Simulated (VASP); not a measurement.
AgCl:

```
Ag Cl
1.0
     0.00000    2.78864    2.78864
     2.78864    0.00000    2.78864
     2.78864    2.78864    0.00000
Ag Cl
1 1
Cartesian
  0.0000 0.0000 0.0000
  2.7886 2.7886 2.7886
```

Base run:

| Quantity | Value |
| --- | --- |
| Program | VASP 6.6.1 |
| Functional | PBEsol |
| Potentials or basis | VASP PAW PBE potentials, release 64 (Ag, Cl) |
| Cutoff | 520 eV |
| k mesh | 8 × 8 × 8 |
| Occupations | fermi-dirac, width 0.05 eV |
| Spin | no spin polarisation |

Its results: band gap on the k mesh 0.74 eV (least direct gap 2.99 eV); pressure -3.4 GPa.

Question: The run is repeated on the same cell with these changes: functional from PBEsol to LDA; potentials or basis from VASP PAW PBE potentials, release 64 (Ag, Cl) to VASP PAW LDA potentials, release 64 (Ag, Cl). What comes out?

Answer: Band gap on the k mesh 0.65 eV (least direct gap 2.88 eV); pressure -6.2 GPa.

Caveats: the cell stands under tension; the PAW data sets were made with another functional, which shifts forces and pressure a little (at least some runs).

A k mesh can miss the band edges.
